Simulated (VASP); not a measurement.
The system is Al2O5.

```
CELL_PARAMETERS angstrom
3.30000 0.00000 0.00000
0.00000 10.80000 0.00000
0.00000 0.00000 4.10000
ATOMIC_POSITIONS crystal
Al 0.50000 0.35120 0.89170
Al 0.50000 0.64880 0.89170
Al 0.00000 0.85120 0.10830
Al 0.00000 0.14880 0.10830
O 0.50000 0.35430 0.53100
O 0.50000 0.64570 0.53100
O 0.50000 0.50000 0.00100
O 0.00000 0.31890 0.99700
O 0.00000 0.68110 0.99700
O 0.00000 0.85430 0.46900
O 0.00000 0.14570 0.46900
O 0.00000 0.00000 0.99900
O 0.50000 0.81890 0.00300
O 0.50000 0.18110 0.00300
```

* Program: VASP 6.6.1
* Task: relaxation of cell and atoms
* Functional: PBE
* Potentials or basis: VASP PAW PBE potentials, release 64 (Al, O)
* Cutoff: 600 eV
* k mesh: 5 × 2 × 4
* Occupations: gaussian, width 0.2 eV
* Spin: no spin polarisation

At the start: pressure 51.9 GPa; volume 10.44 Å³/atom.

Question: Where does the relaxation end?

Answer: Over 24 steps the energy falls by 844.2 meV/atom and the volume is 11.47 Å³/atom (+9.9 %); space group Pmmn (No. 59, to 0.1 Å) before and after.

The path:
```csv
step,energy change (eV),largest force (eV/Å),pressure (GPa),volume (Å³)
1,0.0000,12.8939,51.87,146.12
2,-5.8389,1.3759,-9.72,228.74
3,-6.0037,1.6270,-9.58,223.68
4,-6.0677,1.7893,-9.39,220.46
5,-6.1506,1.9842,-8.39,210.62
6,-6.7812,0.8090,0.78,176.56
7,-7.3518,0.9828,11.38,160.90
8,-9.0516,0.5970,-10.52,181.21
9,-9.0720,0.5326,-8.56,178.60
10,-10.4257,1.6127,-5.90,170.13
11,-10.8259,2.8253,-2.03,164.53
12,-11.4833,1.6755,0.93,159.69
13,-11.5304,0.9245,2.91,157.79
14,-11.5343,1.0940,2.46,158.17
15,-11.6763,0.4962,0.32,160.02
16,-11.7046,0.4370,-1.02,161.40
17,-11.7304,0.3905,-0.55,160.93
18,-11.7760,0.2528,0.91,159.54
19,-11.7810,0.1906,1.61,158.89
20,-11.8055,0.1094,0.70,159.93
21,-11.8146,0.1013,-0.26,161.07
22,-11.8169,0.0844,-0.08,160.85
23,-11.8177,0.0863,0.19,160.55
24,-11.8192,0.0645,0.15,160.56
```

Final structure:
```cif
data_structure
_symmetry_space_group_name_H-M 'P 1'
_symmetry_Int_Tables_number 1
_cell_length_a 3.7068
_cell_length_b 11.9156
_cell_length_c 3.6352
_cell_angle_alpha 90.000
_cell_angle_beta 90.000
_cell_angle_gamma 90.000
_cell_volume 160.56
loop_
_atom_site_label
_atom_site_type_symbol
_atom_site_fract_x
_atom_site_fract_y
_atom_site_fract_z
_atom_site_occupancy
Al1 Al 0.50000 0.34853 0.97571 1
Al2 Al 0.50000 0.65147 0.97571 1
Al3 Al 0.00000 0.84853 0.02429 1
Al4 Al 0.00000 0.15147 0.02429 1
O1 O 0.50000 0.35140 0.47509 1
O2 O 0.50000 0.64860 0.47509 1
O3 O 0.50000 0.50000 0.96557 1
O4 O 0.00000 0.31912 0.98209 1
O5 O 0.00000 0.68088 0.98209 1
O6 O 0.00000 0.85140 0.52491 1
O7 O 0.00000 0.14860 0.52491 1
O8 O 0.00000 0.00000 0.03443 1
O9 O 0.50000 0.81912 0.01791 1
O10 O 0.50000 0.18088 0.01791 1
```

Caveat: the k points lie up to 0.43 Å⁻¹ apart in the final cell, too coarse for converged energies and pressures of a metal; the relaxation stopped at a loose force limit of 0.08 eV/Å, so its end isn't a converged minimum.
